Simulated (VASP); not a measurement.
Crystal: In2BAs3.

```
In B As
1.0
    -2.85980    2.85980    4.18927
     2.85980   -2.85980    4.18927
     2.85980    2.85980   -4.18927
In B As
2 1 3
Direct
  0.50000 0.00000 0.50000
  0.00000 0.50000 0.50000
  0.50000 0.50000 0.00000
  0.75172 0.75172 0.00000
  0.24828 0.24828 0.00000
  0.00000 0.00000 0.00000
```

| Item | Value |
| --- | --- |
| Program | VASP 6.6.1 |
| Task | relaxation of cell and atoms |
| Functional | PBE |
| Potentials or basis | VASP PAW PBE potentials, release 64 (In_d, B, As) |
| Cutoff | 600 eV |
| k mesh | 4 × 4 × 4 |
| Occupations | gaussian, width 0.1 eV |
| Spin | no spin polarisation |

At the start: pressure 10.9 GPa; volume 22.84 Å³/atom.

How do energy, volume and symmetry change on relaxing?

Over 13 steps the energy falls by 551.5 meV/atom and the volume is 23.69 Å³/atom (+3.7 %); space group I4/mmm (No. 139, to 0.05 Å).

The path:
```tsv
step	energy change (eV)	largest force (eV/Å)	pressure (GPa)	volume (Å³)
1	0.0000	7.3901	10.92	137.05
2	-2.5437	1.6074	-6.67	168.30
3	-2.7661	1.8659	-4.61	156.80
4	-2.7661	1.8943	-4.49	156.40
5	-3.2371	0.2206	0.02	144.44
6	-3.2376	0.1362	0.21	144.08
7	-3.2718	0.0477	0.10	143.35
8	-3.2939	0.0352	0.06	142.49
9	-3.3000	0.0015	0.88	140.64
10	-3.3079	0.0804	0.34	141.53
11	-3.3080	0.0781	0.40	141.40
12	-3.3073	0.1559	-0.40	143.11
13	-3.3093	0.0272	0.04	142.15
```

Final structure:
```
In B As
1.0
    -2.72185    2.72185    4.79681
     2.72185   -2.72185    4.79681
     2.72185    2.72185   -4.79681
In B As
2 1 3
Cartesian
  0.0000 2.7219 0.0000
  2.7219 0.0000 0.0000
  2.7219 2.7219 0.0000
  0.0000 0.0000 6.7443
  0.0000 0.0000 2.8493
  2.7219 2.7219 -4.7968
```

Caveat: the k points lie up to 0.41 Å⁻¹ apart in the final cell.
